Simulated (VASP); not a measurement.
**S: single point with PBEsol**

The system is S.

```
S
1.0
     2.22471    0.00000    0.00000
     0.00000    2.22471    0.00000
     0.00000    0.00000    2.22471
S
1
Direct
  0.00000 0.00000 0.00000
```

This isn't the form of S at room conditions, which is orthorhombic, of S8 rings.

```json
{"Program": "VASP 6.6.1", "Task": "single point", "Functional": "PBEsol", "Potentials or basis": "VASP PAW PBE potentials, release 64 (S)", "Cutoff": "520 eV", "k mesh": "16 × 16 × 16", "Occupations": "fermi-dirac, width 0.1 eV", "Spin": "no spin polarisation", "Dipole correction": "no", "Further INCAR settings": "ALGO = Normal; EDIFF = 1e-07; NBANDS = 9"}
```

- Pressure: 69.5 GPa
- Band gap on the k mesh: zero (bands 3 and 4 overlap by 11.10 eV)

Levels at points of the mesh, in eV from the Fermi level:
| k point | band 1 | band 2 | band 3 | band 4 | band 5 | band 6 | band 7 | band 8 |
| --- | --- | --- | --- | --- | --- | --- | --- | --- |
| (0.00, 0.00, 0.00) | -22.77 | 2.48 | 2.48 | 2.48 | 5.33 | 5.33 | 14.15 | 26.34 |
| (0.50, 0.00, 0.00) | -17.69 | -13.40 | 5.61 | 5.61 | 8.33 | 14.39 | 14.39 | 16.98 |
| (0.50, 0.50, 0.00) | -12.22 | -9.47 | -9.47 | -1.53 | 8.48 | 17.37 | 17.37 | 17.44 |
| (0.50, 0.50, 0.50) | -5.94 | -5.94 | -5.94 | -5.48 | 2.88 | 2.88 | 2.88 | 10.56 |

Run time: 17 s on 1 thread of AMD EPYC 7R13, on a shared host, peak memory 0.09 GiB.

Caveat: the cell stands under pressure; the PAW data sets were made with another functional, which shifts forces and pressure a little.
